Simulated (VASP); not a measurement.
Zr, 2 atoms in the cell. Symmetry: P6_3/mmc, No. 194, hexagonal system. The conventional cell has a = 3.210 Å, b = 3.210 Å, c = 5.112 Å, α = 90.00°, β = 90.00°, γ = 120.00°. Zr (site symmetry -6m2) has 12 Zr at 3.16 to 3.21 Å within 4.2 Å. 

| Property | Result |
| --- | --- |
| Program | VASP 6.6.1 |
| Task | single point |
| Functional | r2SCAN |
| Potentials or basis | VASP PAW PBE potentials, release 64 (Zr_sv) |
| Cutoff | 520 eV |
| k mesh | 9 × 9 × 5 |
| Occupations | fermi-dirac, width 0.05 eV |
| Spin | no spin polarisation |
| Dipole correction | no |
| Further INCAR settings | ALGO = Normal; EDIFF = 1e-06; NBANDS = 19 |

Potentials or basis: VASP PAW PBE potentials, release 64 (Zr_sv).

Launch:

```console
$ cat potpaw_PBE.64/Zr_sv/POTCAR > POTCAR
$ cp INCAR.step1 INCAR
$ mpirun -np 1 vasp_std > vasp.out
$ cp INCAR.step2 INCAR
$ mpirun -np 1 vasp_std > vasp.out
```

Hardware: 1 thread of Intel(R) Xeon(R) 6975P-C (Granite Rapids) (shared host).

Q: How long does it take, and how much memory?

A: It took 34 s on 1 thread of Intel(R) Xeon(R) 6975P-C (Granite Rapids) (shared host), peak memory 0.18 GiB. Counts: k points 36.
